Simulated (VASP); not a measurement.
Crystal: Zn3Se2S.

```xyz
12
Lattice="5.8196 -3.3600 0.0000 5.8196 3.3600 0.0000 0.0000 0.0000 6.3465" Properties=species:S:1:pos:R:3 pbc="T T T"
Zn    3.8797    1.1200    3.1732
Zn    5.8196   -2.2400    3.1732
Zn    7.7595    1.1200    3.1732
Zn    3.8797   -1.1200    0.0000
Zn    5.8196    2.2400    0.0000
Zn    7.7595   -1.1200    0.0000
Se    3.8797    1.1200    5.6166
Se    7.7595    1.1200    5.6166
Se    3.8797   -1.1200    2.4434
Se    7.7595   -1.1200    2.4434
S     5.8196   -2.2400    5.6166
S     5.8196    2.2400    2.4434
```

| Quantity | Value |
| --- | --- |
| Program | VASP 6.6.1 |
| Task | relaxation of cell and atoms |
| Functional | PBE |
| Potentials or basis | VASP PAW PBE potentials, release 64 (Zn, Se, S) |
| Cutoff | 500 eV |
| k mesh | 3 × 3 × 4 |
| Occupations | gaussian, width 0.1 eV |
| Spin | no spin polarisation |

At the start: pressure 6.5 GPa; volume 20.68 Å³/atom.

Problem. Where does the relaxation end?

Solution. Over 9 steps the energy falls by 55.9 meV/atom and the volume is 22.42 Å³/atom (+8.4 %); space group Cmc2_1 (No. 36, to 0.1 Å) before and after.

Step by step:
```csv
step,energy change (eV),largest force (eV/Å),pressure (GPa),volume (Å³)
1,0.0000,1.0529,6.49,248.19
2,-0.5233,0.3892,-1.97,279.52
3,-0.5618,0.5041,-0.50,272.27
4,-0.6168,0.3575,-0.28,271.03
5,-0.6654,0.1381,0.25,268.18
6,-0.6657,0.1362,0.20,268.41
7,-0.6700,0.0531,-0.11,269.73
8,-0.6702,0.0414,-0.18,270.04
9,-0.6713,0.0251,0.04,269.09
```

Final structure:
```yaml
crystal:
  lattice:
    - [5.97508, -3.44740, 0.00000]
    - [5.97508, 3.44740, 0.00000]
    - [0.00000, 0.00000, 6.53186]
  atoms:
    - { symbol: Zn, position: [0.16663, 0.51254, 0.50049] }
    - { symbol: Zn, position: [0.84544, 0.15456, 0.51480] }
    - { symbol: Zn, position: [0.48746, 0.83337, 0.50049] }
    - { symbol: Zn, position: [0.51254, 0.16663, 0.00049] }
    - { symbol: Zn, position: [0.15456, 0.84544, 0.01480] }
    - { symbol: Zn, position: [0.83337, 0.48746, 0.00049] }
    - { symbol: Se, position: [0.16655, 0.50337, 0.88024] }
    - { symbol: Se, position: [0.49663, 0.83345, 0.88024] }
    - { symbol: Se, position: [0.50337, 0.16655, 0.38024] }
    - { symbol: Se, position: [0.83345, 0.49663, 0.38024] }
    - { symbol: S, position: [0.83710, 0.16290, 0.87874] }
    - { symbol: S, position: [0.16290, 0.83710, 0.37874] }
```
